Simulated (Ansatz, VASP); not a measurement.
## Two plane-wave programs on AlNi3

```
Al Ni
1.0
     0.00000    2.86091    2.86091
     2.86091    0.00000    2.86091
     2.86091    2.86091    0.00000
Al Ni
1 3
Direct
  0.50000 0.50000 0.50000
  0.25000 0.25000 0.25000
  0.00000 0.00000 0.00000
  0.75000 0.75000 0.75000
```

Alike in both runs: task single point; functional PBE; k mesh 14 × 14 × 14; occupations gaussian, width 0.15 eV; no spin polarisation.

|  | VASP | Ansatz |
| --- | --- | --- |
| version | VASP 6.6.1 | Ansatz 0.2.0 |
| potentials or method | VASP PAW PBE potentials, release 64 (Al, Ni), cutoff 520 eV | scalar-relativistic, plane waves, PAW |
| valence electrons in the cell | 33 | 57 |

VASP gave:

- gap on the k mesh at the Fermi level (eV): none
- pressure (GPa): -4.3

Task: Estimate Ansatz's values.

Result: gap on the k mesh at the Fermi level (eV): none; pressure (GPa): -4.4.

A gap of «none» marks a metal or a gap that the smearing closes. VASP's potentials hold 33 valence electrons a cell and Ansatz's 57, so a difference there can come from the potentials and not from the codes.
